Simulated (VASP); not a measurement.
The system is BaS.

```
Ba S
1.0
     0.00000    3.21180    3.21180
     3.21180    0.00000    3.21180
     3.21180    3.21180    0.00000
Ba S
1 1
Direct
  0.00000 0.00000 0.00000
  0.50000 0.50000 0.50000
```

Program: VASP 6.6.1. Alike in all runs: task single point; no spin polarisation; cell as given; cutoff (eV) 520; smearing gaussian 0.01 eV. Hardware: 1 thread of Intel(R) Xeon(R) 6975P-C (Granite Rapids), on a shared host.

**Question.** Order these runs on this cell by their wall time, lowest first.
A. level PBE; potentials or basis VASP PAW PBE potentials, release 64 (Ba_sv, S); k mesh 6 × 6 × 6
B. level HSE06; potentials or basis VASP PAW PBE potentials, release 64 (Ba_sv, S); k mesh 4 × 4 × 4; grid for exact exchange (PRECFOCK) Normal; screening parameter 0.2079 1/Å
C. level LDA; potentials or basis VASP PAW LDA potentials, release 64 (Ba_sv, S); k mesh 4 × 4 × 4
D. level r2SCAN; potentials or basis VASP PAW PBE potentials, release 64 (Ba_sv, S); k mesh 4 × 4 × 4

**Answer.** C (3.9 s), A (11 s), D (31 s), B (300 s).

Caveats: some runs use coarse meshes.
